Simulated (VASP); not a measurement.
# SiF (Pm-3m) in VASP: a series of runs

The runs below take SiF through single point, relaxation of cell and atoms, with PBE.

Program: VASP 6.6.1. These are calculated values, not measurements. Logs are shortened: lines on timing, memory, paths and dates and some standing lists are left out, and cuts for length are marked.

**1. The cell of the first run**

The structure is cubic, space group Pm-3m (No. 221). Conventional cell: a = 4.526 Å, b = 4.526 Å, c = 4.526 Å, α = 90.00°, β = 90.00°, γ = 90.00°. Within 3.0 Å of Si (site symmetry 4/mmm) lie 4 F at 2.26 Å. F (site symmetry 4/mmm) has 4 Si at 2.26 Å within 3.0 Å.

**2. Single point, PBE**

Input file INCAR:

```
SYSTEM = SiF
ALGO     = Normal         ! electronic algorithm
EDIFF    = 1E-6           ! SCF threshold, eV
ENCUT    = 520            ! plane-wave cutoff, eV
GGA      = PE             ! functional
ISIF     = 2              ! what is computed and relaxed
ISMEAR   = 0              ! smearing method
LASPH    = .True.         ! aspherical terms in the spheres
LCHARG   = .False.        ! write CHGCAR
LREAL    = .False.        ! projectors in reciprocal space
LWAVE    = .False.        ! write WAVECAR
NBANDS   = 26             ! bands
NELM     = 60             ! most SCF steps
PREC     = Accurate       ! precision mode
SIGMA    = 0.1            ! smearing width, eV
```

Input file KPOINTS:

```
k-points
0
Gamma
  4 4 4
  0 0 0
```

Input file POSCAR:

```
SiF
1.0
    4.5255052925      0.0000000000      0.0000000000
    0.0000000000      4.5255052925      0.0000000000
    0.0000000000      0.0000000000      4.5255052925
Si F
3 3
Direct
    0.5000000000      0.0000000000      0.0000000000
    0.0000000000      0.5000000000      0.0000000000
    0.0000000000      0.0000000000      0.5000000000
    0.0000000000      0.5000000000      0.5000000000
    0.5000000000      0.0000000000      0.5000000000
    0.5000000000      0.5000000000      0.0000000000
```

Potentials or basis: VASP PAW PBE potentials, release 64 (Si, F).

Run with:

```
$ cat potpaw_PBE.64/Si/POTCAR potpaw_PBE.64/F/POTCAR > POTCAR
$ mpirun -np 1 vasp_std > vasp.out
```

OUTCAR:

```text
SYSTEM = SiF
   EDIFF = 1E-6
   ENCUT = 520
   GGA = PE
   ISIF = 2
   ISMEAR = 0
   LASPH = .True.
   LREAL = .False.
   NELM = 60
   PREC = Accurate

 ion  position               nearest neighbor table
   1  0.500  0.000  0.000-   5 2.26   6 2.26   5 2.26   6 2.26
   2  0.000  0.500  0.000-   4 2.26   6 2.26   4 2.26   6 2.26
   3  0.000  0.000  0.500-   4 2.26   5 2.26   4 2.26   5 2.26
   4  0.000  0.500  0.500-   2 2.26   3 2.26   2 2.26   3 2.26
   5  0.500  0.000  0.500-   1 2.26   3 2.26   1 2.26   3 2.26
   6  0.500  0.500  0.000-   1 2.26   2 2.26   1 2.26   2 2.26

  LATTYP: Found a simple cubic cell.
 ALAT       =     4.5255052925

  Lattice vectors:

 A1 = (   4.5255052925,   0.0000000000,   0.0000000000)
 A2 = (   0.0000000000,   4.5255052925,   0.0000000000)
 A3 = (   0.0000000000,   0.0000000000,   4.5255052925)

Analysis of symmetry for initial positions (statically):
=====================================================================
 Subroutine PRICEL returns:
 Original cell was already a primitive cell.

 Routine SETGRP: Setting up the symmetry group for a
 simple cubic supercell.

 Subroutine GETGRP returns: Found 48 space group operations
 (whereof 48 operations were pure point group operations)
 out of a pool of 48 trial point group operations.

The static configuration has the point symmetry O_h .

Analysis of symmetry for dynamics (positions and initial velocities):
=====================================================================
 Subroutine PRICEL returns:
 Original cell was already a primitive cell.

 Routine SETGRP: Setting up the symmetry group for a
 simple cubic supercell.

 Subroutine GETGRP returns: Found 48 space group operations
 (whereof 48 operations were pure point group operations)
 out of a pool of 48 trial point group operations.

The dynamic configuration has the point symmetry O_h .

 Subroutine INISYM returns: Found 48 space group operations
 (whereof 48 operations are pure point group operations),
 and found     1 'primitive' translations

----------------------------------------------------------------------------------------

                                     Primitive cell

  volume of cell :      92.6832

  direct lattice vectors                    reciprocal lattice vectors
     4.525505293  0.000000000  0.000000000     0.220969800  0.000000000  0.000000000
     0.000000000  4.525505293  0.000000000     0.000000000  0.220969800  0.000000000
[... 81 lines left out ...]
   NSW    =      0    number of steps for IOM
   IBRION =     -1    ionic relax: 0-MD 1-quasi-New 2-CG
   NFREE  =      0    steps in history (QN), initial steepest desc. (CG)
   ISIF   =      2    stress and relaxation
   ISYM   =      2    0-nonsym 1-usesym 2-fastsym
   POTIM  = 0.5000    time-step for ionic-motion
   TEBEG  =    0.0;   TEEND  =   0.0 temperature during run
   PSTRESS=    0.0 pullay stress
   NELECT =      33.0000    total number of electrons
   NUPDOWN=      -1.0000    fix difference up-down
   EMIN   =  10.00;   EMAX   =-10.00  energy-range for DOS
   EFERMI =   0.00;   METHOD = LEGACY
   ISMEAR =     0;   SIGMA  =   0.10  broadening in eV -4-tet -1-fermi 0-gaus
   EFERMI_NEDOS =   21; number of points for ismear=-14 and -15
   IALGO  =     38    algorithm
   IMIX   =      4    mixing-type and parameters
     AMIX     =   0.40;   BMIX     =  1.00
     AMIX_MAG =   1.60;   BMIX_MAG =  1.00
  volume/ion in A,a.u.               =      15.45       104.24
  Fermi-wavevector in a.u.,A,eV,Ry     =   1.160323  2.192693 18.318211  1.346350
  Thomas-Fermi vector in A             =   2.296907
   LORBIT       =      0    0 simple, 1 ext, 2 COOP (PROOUT), +10 PAW based schemes
   GGA     = PE    functional components
   LHFCALC =     F    Hartree Fock is set to
   AEXX    =    0.0000 exact exchange contribution
   IVDW    =     0    specifies the selected vdW correction
   LEPSILON=     F    determine dielectric tensor
   LRPA    =     F    only Hartree local field effects (RPA)
 non-spin polarized calculation
 Gauss-broadening in eV      SIGMA  =   0.10
  energy-cutoff  :      520.00
  volume of cell :       92.68
 maximum number of plane-waves:      2517
 NGX is ok and might be reduce to    36
   NGX = 17   NGY = 17   NGZ = 17

 number of electron      33.0000035 magnetization

 Free energy of the ion-electron system (eV)
  ---------------------------------------------------
  ext. energy  EPLUGINS =         0.00000000
  ---------------------------------------------------
  free energy    TOTEN  =       -25.70588051 eV

  energy without entropy =      -25.69095508  energy(sigma->0) =      -25.69841780

 E-fermi :   4.9328     XC(G=0):  -9.5547

 val. band max:        4.8408853112   @ k =   0.2500   0.2500   0.0000
 cond. band min:       5.0099458992   @ k =   0.2500   0.0000   0.0000
 fundamental gap:      0.1690605880
 Fermi energy:         4.9328392427

 k-point     1 :       0.0000    0.0000    0.0000
  band No.  band energies     occupation
      1     -20.3464      2.00000
      2     -20.0224      2.00000
      3     -20.0224      2.00000
      4      -3.6894      2.00000
      5      -3.3537      2.00000
      6      -3.3537      2.00000
[... 279 lines left out ...]
     25      11.3097      0.00000
     26      13.9606      0.00000

------------------------ aborting loop because EDIFF is reached ----------------------------------------

  FORCE on cell =-STRESS in cart. coord.  units (eV):
  Direction    XX          YY          ZZ          XY          YZ          ZX
  --------------------------------------------------------------------------------------
  -------------------------------------------------------------------------------------
  Total       -0.2927579     -0.2927579     -0.2927579     -0.0000000      0.0000000     -0.0000000
  in kB       -5.0607865     -5.0607865     -5.0607865     -0.0000000      0.0000000     -0.0000000
  external PRESSURE =      -5.0607865 kB  Pullay stress =       0.0000000 kB

 VOLUME and BASIS-vectors are now :
 -----------------------------------------------------------------------------
  energy-cutoff  :      520.00
  volume of cell :       92.68
      direct lattice vectors                 reciprocal lattice vectors
     4.525505293  0.000000000  0.000000000     0.220969800  0.000000000  0.000000000
     0.000000000  4.525505293  0.000000000     0.000000000  0.220969800  0.000000000
     0.000000000  0.000000000  4.525505293     0.000000000  0.000000000  0.220969800

 POSITION                                       TOTAL-FORCE (eV/Angst)
 -----------------------------------------------------------------------------------
      2.26275      0.00000      0.00000         0.000000      0.000000      0.000000
      0.00000      2.26275      0.00000         0.000000      0.000000      0.000000
      0.00000      0.00000      2.26275         0.000000      0.000000      0.000000
      0.00000      2.26275      2.26275         0.000000      0.000000      0.000000
      2.26275      0.00000      2.26275         0.000000      0.000000      0.000000
      2.26275      2.26275      0.00000         0.000000      0.000000      0.000000
 -----------------------------------------------------------------------------------
    total drift:                                0.000000      0.000000      0.000000

  FREE ENERGIE OF THE ION-ELECTRON SYSTEM (eV)
  ---------------------------------------------------
  free  energy   TOTEN  =       -25.7058805136 eV

  energy  without entropy=      -25.6909550798  energy(sigma->0) =      -25.69841780
```

stdout:

```text
POSCAR found type information on POSCAR SiF
 POSCAR found :  2 types and       6 ions
 scaLAPACK will be used
 LDA part: xc-table for (Slater+PW92), standard interpolation
 POSCAR, INCAR and KPOINTS ok, starting setup
 FFT: planning ... GRIDC
 FFT: planning ... GRID_SOFT
 FFT: planning ... GRID
 WAVECAR not read
 entering main loop
```

Run time: 25 s. Hardware: 1 thread of AMD EPYC 7R43 (Zen 3), shared host; peak memory 0.17 GiB.

Results:

```
Free energy : -25.7059 eV
Pressure    : -0.5 GPa
```

Caveat: an odd number of electrons without spin polarisation forces a metal; a magnetic or distorted state may lie lower.

**3. Single point, PBE**

This run uses another cell than the first one, of 15.66 Å³/atom, 1.014 times its volume.

Input file INCAR:

```
SYSTEM = SiF
  PREC = Accurate
  ENCUT = 520
  EDIFF = 1E-6
  ISMEAR = 0
  SIGMA = 0.1
  LREAL = .False.
  LASPH = .True.
  NELM = 80
  ALGO = Normal
  ISIF = 2
  LWAVE = .False.
  LCHARG = .False.
  GGA = PE
  NBANDS = 26
```

Input file KPOINTS:

```
regular mesh
0
Gamma
  4 4 4
  0 0 0
```

Changes to POSCAR since step 2:

```diff
@@ -2,5 +2,5 @@
 1.0
-    4.5255052925      0.0000000000      0.0000000000
-    0.0000000000      4.5255052925      0.0000000000
-    0.0000000000      0.0000000000      4.5255052925
+    4.5458906800      0.0000000000      0.0000000000
+    0.0000000000      4.5458906800      0.0000000000
+    0.0000000000      0.0000000000      4.5458906800
 Si F
```

Potentials or basis: VASP PAW PBE potentials, release 64 (Si, F).

Run with:

```
$ cat potpaw_PBE.64/Si/POTCAR potpaw_PBE.64/F/POTCAR > POTCAR
$ mpirun -np 1 vasp_std > vasp.out
```

Run time: 22 s. Hardware: 1 thread of AMD EPYC 7R43 (Zen 3), shared host; peak memory 0.16 GiB.

It converged, with:

| Item | Value |
| --- | --- |
| Free energy | -25.7004 eV |
| Pressure | -1.4 GPa |

Levels at points of the mesh, in eV from the Fermi level:
```tsv
k point	band 13	band 14	band 15	band 16	band 17	band 18	band 19	band 20	band 21	band 22
(0.00, 0.00, 0.00)	-5.71	-4.60	-4.60	0.26	0.26	0.26	4.84	5.17	5.17	5.17
(0.50, 0.00, 0.00)	-5.75	-4.57	-2.41	-0.10	-0.10	1.30	1.87	2.75	3.57	3.57
(0.50, 0.50, 0.00)	-3.70	-3.70	-3.59	-0.41	-0.19	0.08	2.06	2.06	3.46	3.46
(0.50, 0.50, 0.50)	-4.52	-2.24	-2.24	-2.24	-0.34	-0.34	-0.34	4.16	4.16	4.16
```

Caveat: an odd number of electrons without spin polarisation forces a metal; a magnetic or distorted state may lie lower.

[end of part 1 of 2]
